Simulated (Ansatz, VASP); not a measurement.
**Two plane-wave programs on Al2GaP3**

Contents of INCAR:

```
SYSTEM = Al2GaP3
ALGO = Normal ; EDIFF = 1E-7
EDIFFG = -0.01 ; ENCUT = 600
GGA = PE ; IBRION = 2
ISIF = 3 ; ISMEAR = 0
LASPH = .True. ; LCHARG = .False.
LREAL = .False. ; LWAVE = .False.
NELM = 100 ; NSW = 100
PREC = Accurate ; SIGMA = 0.02
```

Contents of KPOINTS:

```
k-points
0
Gamma
  10 10 10
  0 0 0
```

File POSCAR:

```
Al2GaP3
1.0
   -1.9480384571      1.9480384571      8.2442870727
    1.9480384571     -1.9480384571      8.2442870727
    1.9480384571      1.9480384571     -8.2442870727
Al Ga P
2 1 3
Direct
    0.6666732240      0.6666732240      0.0000000000
    0.3333267760      0.3333267760      0.0000000000
    0.0000000000      0.0000000000      0.0000000000
    0.4162965389      0.9162965389      0.5000000000
    0.0837034611      0.5837034611      0.5000000000
    0.7500000000      0.2500000000      0.5000000000
```

Input for Ansatz:

```yaml
crystal:
  lattice:
    - [-1.9480384571, 1.9480384571, 8.2442870727]
    - [1.9480384571, -1.9480384571, 8.2442870727]
    - [1.9480384571, 1.9480384571, -8.2442870727]
  atoms:
    - { symbol: Al, position: [0.666673224, 0.666673224, 0.0] }
    - { symbol: Al, position: [0.333326776, 0.333326776, 0.0] }
    - { symbol: Ga, position: [0.0, 0.0, 0.0] }
    - { symbol: P, position: [0.4162965389, 0.9162965389, 0.5] }
    - { symbol: P, position: [0.0837034611, 0.5837034611, 0.5] }
    - { symbol: P, position: [0.75, 0.25, 0.5] }
basis:
  ecutwfc: 420
kpoints:
  mp_grid: { grid: [10, 10, 10] }
hamiltonian:
  xc: pbe
scf:
  occupations: { method: gaussian, width: 0.02 }
output:
  forces: true
  stress: true
  eigenvalues: true
  write_density: true
  write_potential: true
  elf: true
  volumetric_format: npy
relax:
  adjacent_minimum: "off"
  f_tol: 0.01
  max_steps: 80
  cell: { stress_tol: 0.05 }
```

Alike in both runs: task relaxation of cell and atoms; functional PBE; k mesh 10 × 10 × 10; occupations gaussian, width 0.02 eV; no spin polarisation.

|  | VASP | Ansatz |
| --- | --- | --- |
| version | VASP 6.6.1 | Ansatz 0.2.0 |
| potentials or method | VASP PAW PBE potentials, release 64 (Al, Ga_d, P), cutoff 600 eV | scalar-relativistic, plane waves, PAW |
| valence electrons in the cell | 34 | 34 |

|  | VASP | Ansatz | Ansatz less VASP |
| --- | --- | --- | --- |
| gap on the k mesh at the Fermi level, each at its own relaxed structure (eV) | 1.65 | 1.64 | -0.003 |
| relaxed volume (Å³/atom) | 20.87 | 20.88 | +0.005 |
| relaxed length of the cell vector where the two differ most in proportion (Å) | 8.698 | 8.704 | +0.0063 |
